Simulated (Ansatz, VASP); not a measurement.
Two plane-wave programs on WSe2

Contents of INCAR:

```
SYSTEM = WSe2
  PREC = Accurate
  ENCUT = 520
  EDIFF = 1E-6
  ISMEAR = 0
  SIGMA = 0.05
  LREAL = .False.
  LASPH = .True.
  NELM = 80
  ALGO = Normal
  ISIF = 2
  LWAVE = .False.
  LCHARG = .False.
  GGA = PS
  NBANDS = 20
```

KPOINTS

```
regular mesh
0
Gamma
  12 12 2
  0 0 0
```

POSCAR

```
WSe2
1.0
    3.3179375931      0.0000000000      0.0000000000
   -1.6589687966      2.8734182438      0.0000000000
    0.0000000000      0.0000000000     16.6581424200
W Se
1 2
Direct
    0.0000000000      0.0000000000      0.0000000000
    0.2576975252      0.6112974123      0.0997865200
    0.4089691414      0.7220359211      0.9002134800
```

Input for Ansatz:

```yaml
crystal:
  lattice:
    - [3.3179375931, 0.0, 0.0]
    - [-1.6589687966, 2.8734182438, 0.0]
    - [0.0, 0.0, 16.65814242]
  atoms:
    - { symbol: W, position: [0.0, 0.0, 0.0] }
    - { symbol: Se, position: [0.2576975252, 0.6112974123, 0.09978652] }
    - { symbol: Se, position: [0.4089691414, 0.7220359211, 0.90021348] }
basis:
  ecutwfc: 420
kpoints:
  mp_grid: { grid: [12, 12, 2] }
hamiltonian:
  xc: pbesol
scf:
  occupations: { method: gaussian, width: 0.05 }
output:
  forces: true
  stress: true
  eigenvalues: true
```

Change from the starting cell: mode 4 (170.3 1/cm) frozen in, largest displacement +0.225 Å.

Alike in both runs: task single point; functional PBEsol; k mesh 12 × 12 × 2; occupations gaussian, width 0.05 eV; no spin polarisation.

|  | VASP | Ansatz |
| --- | --- | --- |
| version | VASP 6.6.1 | Ansatz 0.2.0 |
| potentials or method | VASP PAW PBE potentials, release 64 (W_sv, Se), cutoff 520 eV | scalar-relativistic, plane waves, PAW |
| valence electrons in the cell | 26 | 46 |

Ansatz gave:

- gap on the k mesh at the Fermi level (eV): 1.44
- least direct gap on the mesh (eV): 1.44
- rms of the force components (eV/Å): 0.951

Which values does VASP return?

gap on the k mesh at the Fermi level (eV): 1.43; least direct gap on the mesh (eV): 1.43; rms of the force components (eV/Å): 0.963.

VASP's potentials were made for PBE, not for PBEsol. Atom by atom the forces differ by 0.029 eV/Å (rms over components). VASP's potentials hold 26 valence electrons a cell and Ansatz's 46, so a difference there can come from the potentials and not from the codes.

Spin-orbit coupling is off throughout.
